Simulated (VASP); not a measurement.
Write the native input for VASP 6.6.1 that does the following.

```yaml
Task: relaxation of cell and atoms
Functional: PBEsol
Potentials_or_basis: VASP PAW PBE potentials, release 64 (Au)
Cutoff: 500 eV
k_mesh: 9 × 9 × 9
Occupations: fermi-dirac, width 0.05 eV
Spin: no spin polarisation
Target_pressure: 60 GPa
Dipole_correction: no
Further_INCAR_settings: ALGO = Normal; EDIFF = 1e-07; IBRION = 2; EDIFFG = -0.03; NSW = 60; ISIF = 3
```

The structure of Au lies in POSCAR:

```
Au
1.0
    0.0000000000      2.0350000000      2.0350000000
    2.0350000000      0.0000000000      2.0350000000
    2.0350000000      2.0350000000      0.0000000000
Au
1
Direct
    0.0000000000      0.0000000000      0.0000000000
```

The input as run:

INCAR

```
SYSTEM = Au
  PREC = Accurate
  ENCUT = 500
  EDIFF = 1E-7
  ISMEAR = -1
  SIGMA = 0.05
  LREAL = .FALSE.
  LASPH = .TRUE.
  NELM = 120
  ALGO = Normal
  ISIF = 3
  LWAVE = .FALSE.
  LCHARG = .FALSE.
  GGA = PS
  IBRION = 2
  NSW = 60
  EDIFFG = -0.03
  PSTRESS = 600.0
  GGA_COMPAT = .FALSE.
  NELMIN = 4
```

KPOINTS

```
regular mesh
0
G
  9 9 9
  0 0 0
```

Potentials or basis: VASP PAW PBE potentials, release 64 (Au).

The run is started by

```sh
$ cat potpaw_PBE.64/Au/POTCAR > POTCAR
$ mpirun -np 1 vasp_std > vasp.out
```

It gave:

```
Relaxed volume                                             : 13.97 Å³/atom
Relaxed cell                                               : a = 2.703 Å, b = 2.703 Å, c = 2.703 Å, α = 60.00°, β = 60.00°, γ = 60.00°
Space group after relaxing (to 0.1 Å)                      : Fm-3m (No. 225)
Energy change on relaxing (the run minimises the enthalpy) : +455.4 meV/atom
Ionic steps                                                : 9
Pressure after relaxing                                    : 60.0 GPa
Band gap on the k mesh                                     : zero (an odd number of electrons rules out a gap without spin polarisation)
```

Caveat: the cell is relaxed towards a set pressure, so the run minimises the enthalpy, not the energy; the volume moved by over 15 % at a fixed basis, so the end points are rough; the PAW data sets were made with another functional, which shifts forces and pressure a little; spin-orbit coupling is left out, which moves the levels of the heavy elements.

It took 37 s on 1 thread of Intel(R) Xeon(R) Platinum 8375C CPU @ 2.90GHz (Ice Lake) (shared host), peak memory 0.16 GiB.
